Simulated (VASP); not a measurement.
Wanted: the native input for a VASP 6.6.1 run.

```yaml
Task: relaxation of cell and atoms
Functional: PBE
Potentials_or_basis: VASP PAW PBE potentials, release 64 (Li_sv, Ge_d, H)
Cutoff: 600 eV
k_mesh: 4 × 4 × 4
Occupations: gaussian, width 0.1 eV
Spin: no spin polarisation
Dipole_correction: no
Further_INCAR_settings: ALGO = Normal; EDIFF = 1e-06; IBRION = 2; EDIFFG = -0.04; NSW = 90; ISIF = 3
```

The structure of LiGeH3 lies in POSCAR:

```
LiGeH3
1.0
    3.7476156800      0.0000000000      0.0000000000
    0.0000000000      3.7476156800      0.0000000000
    0.0000000000      0.0000000000      3.7476156800
Li Ge H
1 1 3
Direct
    0.5000000000      0.5000000000      0.5000000000
    0.0000000000      0.0000000000      0.0000000000
    0.0000000000      0.5000000000      0.5000000000
    0.5000000000      0.5000000000      0.0000000000
    0.5000000000      0.0000000000      0.5000000000
```

The cell was generated, and may not be a known phase.

One way to write it, as run:

INCAR

```
  ALGO = Normal
  EDIFF = 1E-6
  EDIFFG = -0.04
  ENCUT = 600
  GGA = PE
  IBRION = 2
  ISIF = 3
  ISMEAR = 0
  LASPH = True
  LCHARG = False
  LREAL = False
  LWAVE = False
  NELM = 60
  NSW = 90
  PREC = Accurate
  SIGMA = 0.1
```

KPOINTS

```
k-points
0
Gamma
  4 4 4
```

Potentials or basis: VASP PAW PBE potentials, release 64 (Li_sv, Ge_d, H).

Run with:

```console
$ cat potpaw_PBE.64/Li_sv/POTCAR potpaw_PBE.64/Ge_d/POTCAR potpaw_PBE.64/H/POTCAR > POTCAR
$ mpirun -np 1 vasp_std > vasp.out
```

It gave:

The relaxed volume is 8.85 Å³/atom, the relaxed cell is a = 3.537 Å, b = 3.537 Å, c = 3.537 Å, α = 90.00°, β = 90.00°, γ = 90.00° and the space group after relaxing (to 0.1 Å) is Pm-3m (No. 221). The energy gained by relaxing is 41.0 meV/atom, the ionic steps are 3 and the pressure after relaxing is -0.2 GPa. The band gap on the k mesh is zero (bands 10 and 11 overlap by 1.56 eV).

Caveat: the k points lie up to 0.44 Å⁻¹ apart in the final cell, too coarse for converged energies and pressures of a metal; the cutoff is under 1.25 times the usual one of these potentials, so pressure, stress and relaxed cells hold a basis-set (Pulay) error; the volume moved by over 15 % at a fixed basis, so the end points are rough.

Run time: 54 s on 1 thread of Intel Xeon 8259CL (shared host), peak memory 0.17 GiB.
